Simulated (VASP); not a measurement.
# NaH (Fm-3m) in VASP: relaxation of the atoms with PBE

Aim: the relaxation of the atoms of NaH with PBE.

All numbers are computed with VASP 6.6.1; they aren't measurements. Logs are shortened: lines on timing, memory, paths and dates and some standing lists are left out, and cuts for length are marked.

### 1 The cell of the first run

The structure is cubic, space group Fm-3m (No. 225). The conventional cell has a = 4.880 Å, b = 4.880 Å, c = 4.880 Å, α = 90.00°, β = 90.00°, γ = 90.00°. Within 3.2 Å of Na (site symmetry m-3m) lie 6 H at 2.44 Å. H (site symmetry m-3m) has 6 Na at 2.44 Å within 3.2 Å.

### 2 Relaxation of the atoms, PBE

The input, INCAR:

```
SYSTEM = NaH
ALGO     = Normal         ! electronic algorithm
EDIFF    = 1E-7           ! SCF threshold, eV
EDIFFG   = -0.02          ! ionic threshold
ENCUT    = 520            ! plane-wave cutoff, eV
GGA      = PE             ! functional
IBRION   = 2              ! ionic algorithm
ISIF     = 2              ! what is computed and relaxed
ISMEAR   = -1             ! smearing method
LASPH    = .True.         ! aspherical terms in the spheres
LCHARG   = .False.        ! write CHGCAR
LREAL    = .False.        ! projectors in reciprocal space
LWAVE    = .False.        ! write WAVECAR
NELM     = 60             ! most SCF steps
NSW      = 80             ! ionic steps
PREC     = Accurate       ! precision mode
SIGMA    = 0.02           ! smearing width, eV
```

The input, KPOINTS:

```
k-points
0
Gamma
  10 10 10
  0 0 0
```

The input, POSCAR:

```
NaH
1.0
    0.0000000000      2.4400000000      2.4400000000
    2.4400000000      0.0000000000      2.4400000000
    2.4400000000      2.4400000000      0.0000000000
Na H
1 1
Direct
    0.0000000000      0.0000000000      0.0000000000
    0.5000000000      0.5000000000      0.5000000000
```

Potentials or basis: VASP PAW PBE potentials, release 64 (Na_pv, H).

Command:

```bash
$ cat potpaw_PBE.64/Na_pv/POTCAR potpaw_PBE.64/H/POTCAR > POTCAR
$ mpirun -np 1 vasp_std > vasp.out
```

OUTCAR:

```text
SYSTEM = NaH
   EDIFF = 1E-7
   EDIFFG = -0.02
   ENCUT = 520
   GGA = PE
   IBRION = 2
   ISIF = 2
   ISMEAR = -1
   LASPH = .True.
   LREAL = .False.
   NELM = 60
   NSW = 80
   PREC = Accurate

 ion  position               nearest neighbor table
   1  0.000  0.000  0.000-
   2  0.500  0.500  0.500-

  LATTYP: Found a face centered cubic cell.
 ALAT       =     4.8800000000

  Lattice vectors:

 A1 = (   0.0000000000,   2.4400000000,   2.4400000000)
 A2 = (   2.4400000000,   0.0000000000,   2.4400000000)
 A3 = (   2.4400000000,   2.4400000000,   0.0000000000)

Analysis of symmetry for initial positions (statically):
=====================================================================
 Subroutine PRICEL returns:
 Original cell was already a primitive cell.

 Routine SETGRP: Setting up the symmetry group for a
 face centered cubic supercell.

 Subroutine GETGRP returns: Found 48 space group operations
 (whereof 48 operations were pure point group operations)
 out of a pool of 48 trial point group operations.

The static configuration has the point symmetry O_h .

Analysis of symmetry for dynamics (positions and initial velocities):
=====================================================================
 Subroutine PRICEL returns:
 Original cell was already a primitive cell.

 Routine SETGRP: Setting up the symmetry group for a
 face centered cubic supercell.

 Subroutine GETGRP returns: Found 48 space group operations
 (whereof 48 operations were pure point group operations)
 out of a pool of 48 trial point group operations.

The dynamic configuration has the point symmetry O_h .

 Subroutine INISYM returns: Found 48 space group operations
 (whereof 48 operations are pure point group operations),
 and found     1 'primitive' translations

----------------------------------------------------------------------------------------

                                     Primitive cell

  volume of cell :      29.0536

  direct lattice vectors                    reciprocal lattice vectors
     0.000000000  2.440000000  2.440000000    -0.204918033  0.204918033  0.204918033
     2.440000000  0.000000000  2.440000000     0.204918033 -0.204918033  0.204918033
     2.440000000  2.440000000  0.000000000     0.204918033  0.204918033 -0.204918033

  length of vectors
     3.450681092  3.450681092  3.450681092     0.354928444  0.354928444  0.354928444

  position of ions in fractional coordinates (direct lattice)
     0.000000000  0.000000000  0.000000000
     0.500000000  0.500000000  0.500000000

  ion indices of the primitive-cell ions
   primitive index   ion index
                 1           1
                 2           2

----------------------------------------------------------------------------------------

 KPOINTS: k-points

Automatic generation of k-mesh.
 Grid dimensions read from file:
 generate k-points for:   10   10   10

 Generating k-lattice:

  Cartesian coordinates                     Fractional coordinates (reciprocal lattice)
    -0.020491803  0.020491803  0.020491803     0.100000000  0.000000000  0.000000000
     0.020491803 -0.020491803  0.020491803     0.000000000  0.100000000  0.000000000
     0.020491803  0.020491803 -0.020491803     0.000000000  0.000000000  0.100000000

  Length of vectors
     0.035492844  0.035492844  0.035492844

  Shift w.r.t. Gamma in fractional coordinates (k-lattice)
     0.000000000  0.000000000  0.000000000

 Subroutine IBZKPT returns following result:
 ===========================================

 Found     47 irreducible k-points:

 Following reciprocal coordinates:
            Coordinates               Weight
  0.000000  0.000000  0.000000      1.000000
  0.100000  0.000000  0.000000      8.000000
  0.200000  0.000000  0.000000      8.000000
  0.300000  0.000000  0.000000      8.000000
  0.400000  0.000000  0.000000      8.000000
  0.500000  0.000000  0.000000      4.000000
[... 16 lines left out ...]
  0.300000  0.300000  0.000000      6.000000
  0.400000  0.300000  0.000000     24.000000
 [... further k-points ...]
   k-points           NKPTS =     47   k-points in BZ     NKDIM =     47   number of bands    NBANDS=      8
   number of dos      NEDOS =    301   number of ions     NIONS =      2
   total plane-waves  NPLWV =  21952
   dimension x,y,z NGX =    28 NGY =   28 NGZ =   28
   dimension x,y,z NGXF=    56 NGYF=   56 NGZF=   56
   ions per type =               1   1
   NGX,Y,Z   is equivalent  to a cutoff of  13.49, 13.49, 13.49 a.u.
   NGXF,Y,Z  is equivalent  to a cutoff of  26.98, 26.98, 26.98 a.u.
 SYSTEM =  NaH
   PREC   = accura    normal or accurate (medium, high low for compatibility)
   ISTART =      0    job   : 0-new  1-cont  2-samecut
   ICHARG =      2    charge: 1-file 2-atom 10-const
   ISPIN  =      1    spin polarized calculation?
   LNONCOLLINEAR =      F non collinear calculations
   LSORBIT =      F    spin-orbit coupling
   LASPH  =      T    aspherical Exc in radial PAW
   ENCUT  =  520.0 eV  38.22 Ry    6.18 a.u.   6.42  6.42  6.42*2*pi/ulx,y,z
   NELM   =     60;   NELMIN=  2; NELMDL= -5     # of ELM steps
   EDIFF  = 0.1E-06   stopping-criterion for ELM
   LREAL  =      F    real-space projection
   EDIFFG = -.2E-01   stopping-criterion for IOM
   NSW    =     80    number of steps for IOM
   IBRION =      2    ionic relax: 0-MD 1-quasi-New 2-CG
   NFREE  =      1    steps in history (QN), initial steepest desc. (CG)
   ISIF   =      2    stress and relaxation
   ISYM   =      2    0-nonsym 1-usesym 2-fastsym
   POTIM  = 0.5000    time-step for ionic-motion
   TEBEG  =    0.0;   TEEND  =   0.0 temperature during run
   PSTRESS=    0.0 pullay stress
   NELECT =       8.0000    total number of electrons
   NUPDOWN=      -1.0000    fix difference up-down
   EMIN   =  10.00;   EMAX   =-10.00  energy-range for DOS
   EFERMI =   0.00;   METHOD = LEGACY
   ISMEAR =    -1;   SIGMA  =   0.02  broadening in eV -4-tet -1-fermi 0-gaus
   EFERMI_NEDOS =   21; number of points for ismear=-14 and -15
   IALGO  =     38    algorithm
   IMIX   =      4    mixing-type and parameters
     AMIX     =   0.40;   BMIX     =  1.00
     AMIX_MAG =   1.60;   BMIX_MAG =  1.00
  volume/ion in A,a.u.               =      14.53        98.03
  Fermi-wavevector in a.u.,A,eV,Ry     =   1.065054  2.012660 15.433636  1.134340
  Thomas-Fermi vector in A             =   2.200593
   LORBIT       =      0    0 simple, 1 ext, 2 COOP (PROOUT), +10 PAW based schemes
   GGA     = PE    functional components
   LHFCALC =     F    Hartree Fock is set to
   AEXX    =    0.0000 exact exchange contribution
   IVDW    =     0    specifies the selected vdW correction
   LEPSILON=     F    determine dielectric tensor
   LRPA    =     F    only Hartree local field effects (RPA)
 conjugate gradient relaxation of ions
 non-spin polarized calculation
  energy-cutoff  :      520.00
  volume of cell :       29.05
 maximum number of plane-waves:       801
 NGX is ok and might be reduce to    28
   NGX = 13   NGY = 13   NGZ = 13

 number of electron       8.0000008 magnetization

 Free energy of the ion-electron system (eV)
  ---------------------------------------------------
  ext. energy  EPLUGINS =         0.00000000
  ---------------------------------------------------
  free energy    TOTEN  =        -5.08604202 eV

  energy without entropy =       -5.08604202  energy(sigma->0) =       -5.08604202

 E-fermi :  -0.7032     XC(G=0):  -7.6722

 val. band max:       -1.2219856712   @ k =  -0.3000   0.5000   0.2000
 cond. band min:       2.5067581997   @ k =   0.5000   0.0000   0.0000
 fundamental gap:      3.7287438709
 Fermi energy:        -0.7032309519

 k-point     1 :       0.0000    0.0000    0.0000
  band No.  band energies     occupation
      1     -23.3597      2.00000
      2     -23.3597      2.00000
      3     -23.3597      2.00000
      4      -4.7405      2.00000
      5       8.9585      0.00000
      6      14.1803      0.00000
      7      14.1803      0.00000
      8      14.1803      0.00000

 k-point     2 :       0.1000    0.0000    0.0000
  band No.  band energies     occupation
      1     -23.3679      2.00000
      2     -23.3607      2.00000
      3     -23.3606      2.00000
      4      -4.5723      2.00000
      5       8.4203      0.00000
      6      12.0694      0.00000
      7      13.5498      0.00000
      8      13.5498      0.00000

 k-point     3 :       0.2000    0.0000    0.0000
  band No.  band energies     occupation
      1     -23.3892      2.00000
      2     -23.3632      2.00000
      3     -23.3632      2.00000
      4      -4.0834      2.00000
      5       6.8637      0.00000
      6      10.5507      0.00000
      7      12.8602      0.00000
      8      12.8602      0.00000

 k-point     4 :       0.3000    0.0000    0.0000
  band No.  band energies     occupation
      1     -23.4152      2.00000
      2     -23.3664      2.00000
      3     -23.3664      2.00000
      4      -3.3332      2.00000
      5       4.9045      0.00000
      6       9.8225      0.00000
      7      12.3738      0.00000
      8      12.3738      0.00000

 k-point     5 :       0.4000    0.0000    0.0000
  band No.  band energies     occupation
      1     -23.4361      2.00000
      2     -23.3690      2.00000
      3     -23.3690      2.00000
      4      -2.4916      2.00000
      5       3.2371      0.00000
      6       9.4797      0.00000
      7      12.0906      0.00000
      8      12.0906      0.00000
[... 177 lines left out ...]
 k-point    22 :      -0.2000    0.2000    0.0000
  band No.  band energies     occupation
      1     -23.4110      2.00000
      2     -23.3817      2.00000
      3     -23.3660      2.00000
      4      -3.0989      2.00000
      5       5.3712      0.00000
      6       7.3823      0.00000
      7      12.4935      0.00000
      8      12.6216      0.00000

 k-point    23 :       0.3000    0.3000    0.0000
  band No.  band energies     occupation
      1     -23.4111      2.00000
      2     -23.3785      2.00000
      3     -23.3785      2.00000
      4      -2.9232      2.00000
      5       5.3567      0.00000
      6       9.7164      0.00000
      7      10.0991      0.00000
      8      10.0991      0.00000

 k-point    24 :       0.4000    0.3000    0.0000
  band No.  band energies     occupation
      1     -23.4217      2.00000
      2     -23.3843      2.00000
      3     -23.3818      2.00000
      4      -2.3207      2.00000
      5       4.5618      0.00000
      6       7.9237      0.00000
      7       9.8345      0.00000
      8      10.6031      0.00000

 [... further k-points ...]

------------------------ aborting loop because EDIFF is reached ----------------------------------------

  FORCE on cell =-STRESS in cart. coord.  units (eV):
  Direction    XX          YY          ZZ          XY          YZ          ZX
  --------------------------------------------------------------------------------------
  -------------------------------------------------------------------------------------
  Total       -0.1248322     -0.1248322     -0.1248322     -0.0000000     -0.0000000      0.0000000
  in kB       -6.8839498     -6.8839498     -6.8839498     -0.0000000     -0.0000000      0.0000000
  external PRESSURE =      -6.8839498 kB  Pullay stress =       0.0000000 kB

 VOLUME and BASIS-vectors are now :
 -----------------------------------------------------------------------------
  energy-cutoff  :      520.00
  volume of cell :       29.05
      direct lattice vectors                 reciprocal lattice vectors
     0.000000000  2.440000000  2.440000000    -0.204918033  0.204918033  0.204918033
     2.440000000  0.000000000  2.440000000     0.204918033 -0.204918033  0.204918033
     2.440000000  2.440000000  0.000000000     0.204918033  0.204918033 -0.204918033

 POSITION                                       TOTAL-FORCE (eV/Angst)
 -----------------------------------------------------------------------------------
      0.00000      0.00000      0.00000        -0.000000     -0.000000     -0.000000
      2.44000      2.44000      2.44000         0.000000      0.000000      0.000000
 -----------------------------------------------------------------------------------
    total drift:                               -0.000000      0.000000      0.000000

  FREE ENERGIE OF THE ION-ELECTRON SYSTEM (eV)
  ---------------------------------------------------
  free  energy   TOTEN  =        -5.0860420163 eV

  energy  without entropy=       -5.0860420163  energy(sigma->0) =       -5.08604202

 reached required accuracy - stopping structural energy minimisation
```

Wall time 13 s (1 thread of AMD EPYC 7R43 (Zen 3), shared host); peak memory 0.12 GiB.

What came out:

```yaml
Free_energy: -5.0860 eV
Pressure_after_relaxing: -0.7 GPa
Band_gap_on_the_k_mesh: 3.73 eV (least direct gap 4.55 eV)
```

Final structure:
```xyz
2
Lattice="0.0000 2.4400 2.4400 2.4400 0.0000 2.4400 2.4400 2.4400 0.0000" Properties=species:S:1:pos:R:3 pbc="T T T"
Na    0.0000    0.0000    0.0000
H     2.4400    2.4400    2.4400
```

Levels at points of the mesh, in eV from the valence-band top:
| k point | band 1 | band 2 | band 3 | band 4 | band 5 | band 6 | band 7 | band 8 |
| --- | --- | --- | --- | --- | --- | --- | --- | --- |
| (0.00, 0.00, 0.00) | -22.14 | -22.14 | -22.14 | -3.52 | 10.18 | 15.40 | 15.40 | 15.40 |
| (0.50, 0.00, 0.00) | -22.22 | -22.15 | -22.15 | -0.82 | 3.73 | 10.60 | 13.22 | 13.22 |
| (0.50, 0.50, 0.00) | -22.21 | -22.17 | -22.17 | -0.15 | 4.60 | 9.94 | 10.51 | 10.51 |

Caveat: the relaxation stopped at its first step, so nothing moved. Expect the measured gap to be larger: semilocal functionals such as PBE lack the derivative discontinuity.
